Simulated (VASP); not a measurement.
A run of VASP 6.6.1:

Contents of POSCAR:

```
SnSe
1.0
   11.6793687496      0.0000000000      0.0000000000
    0.0000000000      4.1263079601      0.0000000000
    0.0000000000      0.0000000000      4.6927272682
Sn Se
4 4
Direct
    0.1200716527      0.2500000000      0.1240516500
    0.8799283473      0.7500000000      0.8759483500
    0.3799283473      0.7500000000      0.6240516500
    0.6200716527      0.2500000000      0.3759483500
    0.8521266789      0.2500000000      0.4881347763
    0.1478733211      0.7500000000      0.5118652237
    0.6478733211      0.7500000000      0.9881347763
    0.3521266789      0.2500000000      0.0118652237
```

The input INCAR.step1:

```
PREC = Accurate ; ENCUT = 520
ISMEAR = 0 ; SIGMA = 0.02
LREAL = F ; LASPH = T
NELM = 60 ; NBANDS = 50
GGA = PE ; ALGO = Normal
EDIFF = 1E-4 ; LWAVE = T
LCHARG = F
```

INCAR.step2

```
PREC = Accurate ; ENCUT = 520
EDIFF = 1E-6 ; ISMEAR = 0
SIGMA = 0.02 ; LREAL = F
LASPH = T ; NELM = 60
ALGO = Normal ; ISIF = 2
LWAVE = F ; LCHARG = F
METAGGA = R2SCAN ; LMIXTAU = T
NBANDS = 50 ; ISTART = 1
```

The input KPOINTS:

```
regular mesh
0
Gamma
  4 6 6
```

Potentials or basis: VASP PAW PBE potentials, release 64 (Sn_d, Se).

Run with:

```bash
$ cat potpaw_PBE.64/Sn_d/POTCAR potpaw_PBE.64/Se/POTCAR > POTCAR
$ cp INCAR.step1 INCAR
$ mpirun -np 1 vasp_std > vasp.out
$ cp INCAR.step2 INCAR
$ mpirun -np 1 vasp_std > vasp.out
```

Hardware: 1 thread of Oxide Virtual Turin-like Processor, on a shared host.

Estimate the wall time of this run.

Run time: 57 min on 1 thread of Oxide Virtual Turin-like Processor, on a shared host, peak memory 0.58 GiB. Counts: k points 48.
